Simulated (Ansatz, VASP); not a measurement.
Si2Mo in VASP and in Ansatz

```
CELL_PARAMETERS angstrom
4.62982 0.00000 0.00000
-2.31491 3.93014 0.00000
0.00000 0.00000 6.57684
ATOMIC_POSITIONS crystal
Si 0.16386 0.83614 0.83333
Si 0.32772 0.16386 0.16667
Si 0.83614 0.67228 0.50000
Si 0.83614 0.16386 0.83333
Si 0.67228 0.83614 0.16667
Si 0.16386 0.32772 0.50000
Mo 0.50000 0.00000 0.50000
Mo 0.00000 0.50000 0.16667
Mo 0.50000 0.50000 0.83333
```

Change from the starting cell: strain +0.0100 x Voigt [1, -1, 0, 0, 0, 0], atoms carried along.

Alike in both runs: task single point; functional r2SCAN; k mesh 12 × 12 × 6; occupations gaussian, width 0.03 eV; no spin polarisation.

|  | VASP | Ansatz |
| --- | --- | --- |
| version | VASP 6.6.1 | Ansatz 0.2.0 |
| potentials or method | VASP PAW PBE potentials, release 64 (Si, Mo_sv), cutoff 550 eV | scalar-relativistic, plane waves, PAW |
| valence electrons in the cell | 66 | 66 |

|  | VASP | Ansatz | Ansatz less VASP |
| --- | --- | --- | --- |
| gap on the k mesh at the Fermi level (eV) | 0.14 | 0.14 | +0.004 |
| least direct gap on the mesh (eV) | 0.66 | 0.66 | +0.001 |
| pressure (GPa) | 0.5 | 0.1 | -0.39 |
| traceless stress, the component that is largest in VASP (GPa) | 3.79 | 3.78 | -0.013 |
| rms of the force components (eV/Å) | 0.010 | 0.010 | -0.0002 |

VASP's potentials were made for PBE, not for r2SCAN. Atom by atom the forces differ by 0.003 eV/Å (rms over components). The functional is the same, so the differences come from potentials, cutoffs and numerics.
